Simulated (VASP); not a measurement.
# SnSe2 (P-3m1) in VASP: a series of runs, part 2 of 2

VASP 6.6.1.

### Step 5. Single point, PBEsol

This run uses another cell than the first one, of 25.08 Å³/atom.

INCAR

```
  ALGO = Normal
  EDIFF = 1E-6
  ENCUT = 500
  GGA = PS
  GGA_COMPAT = False
  ISIF = 2
  ISMEAR = 0
  LASPH = True
  LCHARG = False
  LREAL = False
  LWAVE = False
  NBANDS = 20
  NELM = 120
  PREC = Accurate
  SIGMA = 0.01
```

KPOINTS

```
k-points
0
Gamma
  6 6 4
```

POSCAR

```
SnSe2
1.0
    3.7789732757      0.0000000000      0.0000000000
   -1.8894866379      3.2726870416      0.0000000000
    0.0000000000      0.0000000000      6.0844345369
Sn Se
1 2
Direct
    0.0000000000      0.0000000000      0.0000000000
    0.3333333333      0.6666666667      0.2490000000
    0.6666666667      0.3333333333      0.7510000000
```

Potentials or basis: VASP PAW PBE potentials, release 64 (Sn_d, Se).

The run is started by

```sh
$ cat potpaw_PBE.64/Sn_d/POTCAR potpaw_PBE.64/Se/POTCAR > POTCAR
$ mpirun -np 1 vasp_std > vasp.out
```

OUTCAR:

```text
EDIFF = 1E-6
   ENCUT = 500
   GGA = PS
   ISIF = 2
   ISMEAR = 0
   LASPH = True
   LREAL = False
   NELM = 120
   PREC = Accurate

 ion  position               nearest neighbor table
   1  0.000  0.000  0.000-   2 2.66   3 2.66   3 2.66   2 2.66   3 2.66   2 2.66
   2  0.333  0.667  0.249-   1 2.66   1 2.66   1 2.66
   3  0.667  0.333  0.751-   1 2.66   1 2.66   1 2.66

  LATTYP: Found a hexagonal cell.
 ALAT       =     3.7789732757
 C/A-ratio  =     1.6100760955

  Lattice vectors:

 A1 = (   3.7789732757,   0.0000000000,   0.0000000000)
 A2 = (  -1.8894866379,   3.2726870416,   0.0000000000)
 A3 = (   0.0000000000,   0.0000000000,   6.0844345369)

Analysis of symmetry for initial positions (statically):
=====================================================================
 Subroutine PRICEL returns:
 Original cell was already a primitive cell.

 Routine SETGRP: Setting up the symmetry group for a
[... 163 lines left out ...]
  ext. energy  EPLUGINS =         0.00000000
  ---------------------------------------------------
  free energy    TOTEN  =       -12.88845946 eV

  energy without entropy =      -12.88845946  energy(sigma->0) =      -12.88845946

 E-fermi :   4.4521     XC(G=0):  -9.7520

 val. band max:        4.3447185865   @ k =   0.0000   0.0000   0.0000
 cond. band min:       5.1008009561   @ k =   0.5000   0.0000   0.2500
 fundamental gap:      0.7560823696
 Fermi energy:         4.4521342825

 k-point     1 :       0.0000    0.0000    0.0000
  band No.  band energies     occupation
      1     -16.8728      2.00000
      2     -16.8728      2.00000
      3     -16.8294      2.00000
      4     -16.8112      2.00000
      5     -16.8112      2.00000
      6      -9.8918      2.00000
[... 541 lines left out ...]
     19      13.2688      0.00000
     20      13.3441      0.00000

------------------------ aborting loop because EDIFF is reached ----------------------------------------

  FORCE on cell =-STRESS in cart. coord.  units (eV):
  Direction    XX          YY          ZZ          XY          YZ          ZX
  --------------------------------------------------------------------------------------
  -------------------------------------------------------------------------------------
  Total        1.9734342      1.9734344      2.7386734     -0.0000000      0.0000000      0.0000000
  in kB       42.0179363     42.0179410     58.3112437     -0.0000000      0.0000000      0.0000000
  external PRESSURE =      47.4490403 kB  Pullay stress =       0.0000000 kB

 VOLUME and BASIS-vectors are now :
 -----------------------------------------------------------------------------
  energy-cutoff  :      500.00
  volume of cell :       75.25
      direct lattice vectors                 reciprocal lattice vectors
     3.778973276  0.000000000  0.000000000     0.264622141  0.152779656  0.000000000
    -1.889486638  3.272687042  0.000000000     0.000000000  0.305559312  0.000000000
     0.000000000  0.000000000  6.084434537     0.000000000  0.000000000  0.164353810

 POSITION                                       TOTAL-FORCE (eV/Angst)
 -----------------------------------------------------------------------------------
      0.00000      0.00000      0.00000        -0.000000      0.000000      0.000000
     -0.00000      2.18179      1.51502         0.000000     -0.000000      0.876881
      1.88949      1.09090      4.56941        -0.000000      0.000000     -0.876881
 -----------------------------------------------------------------------------------
    total drift:                                0.000000      0.000000      0.000000

  FREE ENERGIE OF THE ION-ELECTRON SYSTEM (eV)
  ---------------------------------------------------
  free  energy   TOTEN  =       -12.8884594622 eV

  energy  without entropy=      -12.8884594622  energy(sigma->0) =      -12.88845946
```

Wall time 55 s (1 thread of Intel Xeon 8259CL, shared host); peak memory 0.2 GiB.

Results:

```yaml
Free_energy: -12.8885 eV
Pressure: 4.7 GPa
Largest_force: 0.877 eV/Å
Band_gap_on_the_k_mesh: 0.76 eV (least direct gap 1.11 eV)
```

Forces on the atoms (eV/Å):
```
Sn   0.000  0.000  0.000
Se   0.000  0.000  0.877
Se   0.000  0.000 -0.877
```

Levels at points of the mesh, in eV from the valence-band top:
```csv
k point,band 9,band 10,band 11,band 12,band 13,band 14,band 15,band 16,band 17,band 18
"(0.00, 0.00, 0.00)",-0.74,-0.74,-0.41,-0.41,0.00,1.11,2.83,4.62,4.62,8.05
"(0.50, 0.00, 0.00)",-4.68,-3.05,-2.81,-1.30,-0.32,1.11,3.70,5.30,5.48,7.35
"(0.00, 0.00, 0.50)",-2.18,-0.83,-0.83,-0.25,-0.25,2.50,2.83,4.33,4.33,8.10
"(0.50, 0.00, 0.50)",-5.15,-2.64,-2.07,-0.91,-0.74,0.84,4.15,4.74,5.69,6.42
```

Caveat: the cell stands under pressure; the PAW data sets were made with another functional, which shifts forces and pressure a little; spin-orbit coupling is left out, which moves the levels of the heavy elements; this functional lacks dispersion, which binds the layers, so the pressure and a relaxed spacing across them are unreliable.

### Step 6. The runs side by side

| cell | gap on the mesh (eV) | pressure (GPa) | largest force (eV/Å) |
| --- | --- | --- | --- |
| a = 3.679, b = 3.679, c = 5.924 Å, angles 90.0, 90.0, 120.0°, 3 atoms | 0.80 | 13.0 | 1.85 |
| a = 3.713, b = 3.713, c = 5.979 Å, angles 90.0, 90.0, 120.0°, 3 atoms | 0.79 | 9.9 | 1.49 |
| a = 3.746, b = 3.746, c = 6.032 Å, angles 90.0, 90.0, 120.0°, 3 atoms | 0.77 | 7.1 | 1.17 |
| a = 3.779, b = 3.779, c = 6.084 Å, angles 90.0, 90.0, 120.0°, 3 atoms | 0.76 | 4.7 | 0.88 |

Alike in all rows: task single point; level PBEsol; potentials or basis VASP PAW PBE potentials, release 64 (Sn_d, Se); no spin polarisation; k mesh 6 × 6 × 4; cutoff (eV) 500; smearing gaussian 0.01 eV.

Caveats: the cell stands under pressure; the PAW data sets were made with another functional, which shifts forces and pressure a little; spin-orbit coupling is left out, which moves the levels of the heavy elements; this functional lacks dispersion, which binds the layers, so the pressure and a relaxed spacing across them are unreliable.

Total energies depend on the potentials used, so only differences within one code and one set of settings carry meaning.
